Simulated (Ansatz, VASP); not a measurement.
## Re: VASP beside Ansatz

POSCAR

```
Re
1.0
    0.0000000000      1.9750000000      1.9750000000
    1.9750000000      0.0000000000      1.9750000000
    1.9750000000      1.9750000000      0.0000000000
Re
1
Direct
    0.0000000000      0.0000000000      0.0000000000
```

The input INCAR.step1:

```
SYSTEM = Re
  PREC = Accurate
  ENCUT = 520
  ISMEAR = -1
  SIGMA = 0.05
  LREAL = .False.
  LASPH = .True.
  NELM = 150
  MAGMOM = 0 0 0
  LSORBIT = .True.
  GGA_COMPAT = .False.
  LMAXMIX = 4
  NBANDS = 18
  GGA = PE
  ALGO = Normal
  EDIFF = 1E-4
  LWAVE = .True.
  LCHARG = .False.
```

Contents of INCAR.step2:

```
SYSTEM = Re
  PREC = Accurate
  ENCUT = 520
  EDIFF = 1E-7
  ISMEAR = -1
  SIGMA = 0.05
  LREAL = .False.
  LASPH = .True.
  NELM = 150
  ALGO = Normal
  ISIF = 2
  LWAVE = .False.
  LCHARG = .True.
  MAGMOM = 0 0 0
  LORBIT = 11
  LSORBIT = .True.
  GGA_COMPAT = .False.
  LORBMOM = .True.
  LMAXMIX = 4
  METAGGA = R2SCAN
  LMIXTAU = .True.
  LVHAR = .True.
  NBANDS = 18
  ISTART = 1
```

Contents of KPOINTS:

```
regular mesh
0
Gamma
  12 12 12
  0 0 0
```

Contents of input.yaml:

```yaml
crystal:
  lattice:
    - [0.0, 1.975, 1.975]
    - [1.975, 0.0, 1.975]
    - [1.975, 1.975, 0.0]
  atoms:
    - { symbol: Re, position: [0.0, 0.0, 0.0] }
hamiltonian:
  xc: r2scan
  pseudopotentials: { kind: paw_fr }
magnetization:
  noncollinear: true
  spin_orbit: true
kpoints:
  mp_grid: { grid: [12, 12, 12] }
  band_path:
    path:
      - [[0.0, 0.0, 0.0], [0.5, 0.0, 0.5], [0.5, 0.25, 0.75], [0.375, 0.375, 0.75], [0.0, 0.0, 0.0], [0.5, 0.5, 0.5], [0.625, 0.25, 0.625], [0.5, 0.25, 0.75], [0.5, 0.5, 0.5], [0.375, 0.375, 0.75]]
      - [[0.625, 0.25, 0.625], [0.5, 0.0, 0.5]]
    npoints: 14
scf:
  occupations: { method: fermi_dirac, width: 0.05 }
  n_extra_bands: 6
output:
  forces: true
  stress: true
  eigenvalues: true
  fatbands: false
```

Alike in both runs: functional r2SCAN; k mesh 12 × 12 × 12; occupations fermi-dirac, width 0.05 eV; non-collinear spin, spin-orbit coupling.

|  | VASP | Ansatz |
| --- | --- | --- |
| version | VASP 6.6.1 | Ansatz 0.2.0 |
| potentials or method | VASP PAW PBE potentials, release 64 (Re) | Ansatz PAW |
| plane-wave cutoff (eV) | 520 | 500 |
| valence electrons in the cell | 7 | 15 |
| task | single point | band structure |

|  | VASP | Ansatz | Ansatz less VASP |
| --- | --- | --- | --- |
| pressure (GPa) | -14.8 | -14.8 | +0.02 |
| net moment per atom (μB) | 0.00 | 0.00 | 0.000 |

VASP's potentials were made for PBE, not for r2SCAN. With one functional, cell and mesh, what is left measures potentials, basis and numerics. VASP's potentials hold 7 valence electrons a cell and Ansatz's 15, so a difference there can come from the potentials and not from the codes.
